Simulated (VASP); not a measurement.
The system is CdIn2O4.

```
CELL_PARAMETERS angstrom
0.00000 4.60293 4.60293
4.60293 0.00000 4.60293
4.60293 4.60293 0.00000
ATOMIC_POSITIONS crystal
Cd 0.00000 0.00000 0.00000
Cd 0.25000 0.25000 0.25000
In 0.62500 0.62500 0.62500
In 0.12500 0.62500 0.62500
In 0.62500 0.62500 0.12500
In 0.62500 0.12500 0.62500
O 0.86209 0.86209 0.86209
O 0.83626 0.38791 0.38791
O 0.86209 0.86209 0.41374
O 0.38791 0.83626 0.38791
O 0.41374 0.86209 0.86209
O 0.38791 0.38791 0.38791
O 0.86209 0.41374 0.86209
O 0.38791 0.38791 0.83626
```

Base run:

```yaml
Program: VASP 6.6.1
Functional: TB-mBJ
Potentials_or_basis: VASP PAW PBE potentials, release 64 (Cd, In_d, O)
Cutoff: 520 eV
k_mesh: 6 × 6 × 6
Occupations: gaussian, width 0.03 eV
Spin: no spin polarisation
```

Its results: band gap on the k mesh 3.07 eV (least direct gap 3.10 eV).

Task: The run is repeated on the same cell with these changes: functional from TB-mBJ to LDA; potentials or basis from VASP PAW PBE potentials, release 64 (Cd, In_d, O) to VASP PAW LDA potentials, release 64 (Cd, In_d, O). What comes out?

Result: Band gap on the k mesh 0.94 eV (least direct gap 1.00 eV).

Caveats: spin-orbit coupling is left out, which moves the levels of the heavy elements; the cell stands under tension (at least some runs).
